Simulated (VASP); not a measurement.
Wanted: the native input for a VASP 6.6.1 run.

```yaml
Task: single point
Functional: PBE
Potentials_or_basis: VASP PAW PBE potentials, release 64 (Sr_sv, Ti_sv, O)
Cutoff: 520 eV
k_mesh: 8 × 8 × 8
Occupations: gaussian, width 0.05 eV
Spin: no spin polarisation
Dipole_correction: no
Further_INCAR_settings: ALGO = Normal; EDIFF = 1e-07; NBANDS = 51
```

The structure of SrTiO3 lies in POSCAR:

```
SrTiO3
1.0
   -2.7328611687      2.7853526432      3.9467274087
    2.7853526432     -2.7328611687      3.9467274087
    2.7698029534      2.7698029534     -3.9097856240
Sr Ti O
2 2 6
Direct
    0.7500000000      0.2500000000      0.5000000000
    0.2500000000      0.7500000000      0.5000000000
    0.0000000000      0.0000000000      0.0000000000
    0.5000000000      0.5000000000      0.0000000000
    0.2500000000      0.2500000000      0.0000000000
    0.7500000000      0.7500000000      0.0000000000
    0.7280787197      0.2280787197      0.9561574394
    0.2280787197      0.2719212803      0.5000000000
    0.2719212803      0.7719212803      0.0438425606
    0.7719212803      0.7280787197      0.5000000000
```

The input as run:

INCAR

```
SYSTEM = SrTiO3
PREC = Accurate
ENCUT = 520
EDIFF = 1E-7
ISMEAR = 0
SIGMA = 0.05
LREAL = .False.
LASPH = .True.
NELM = 100
ALGO = Normal
ISIF = 2
LWAVE = .False.
LCHARG = .False.
GGA = PE
NBANDS = 51
```

KPOINTS

```
regular mesh
0
Gamma
  8 8 8
  0 0 0
```

Potentials or basis: VASP PAW PBE potentials, release 64 (Sr_sv, Ti_sv, O).

Launch:

```console
$ cat potpaw_PBE.64/Sr_sv/POTCAR potpaw_PBE.64/Ti_sv/POTCAR potpaw_PBE.64/O/POTCAR > POTCAR
$ mpirun -np 1 vasp_std > vasp.out
```

It gave:

```
Pressure               : 0.7 GPa
Largest force          : 0.034 eV/Å
Band gap on the k mesh : 1.87 eV, indirect (the least direct gap lies 3.7 meV higher)
```

It took 12 min on 1 thread of Intel(R) Xeon(R) 6975P-C (Granite Rapids), on a shared host, peak memory 0.8 GiB.
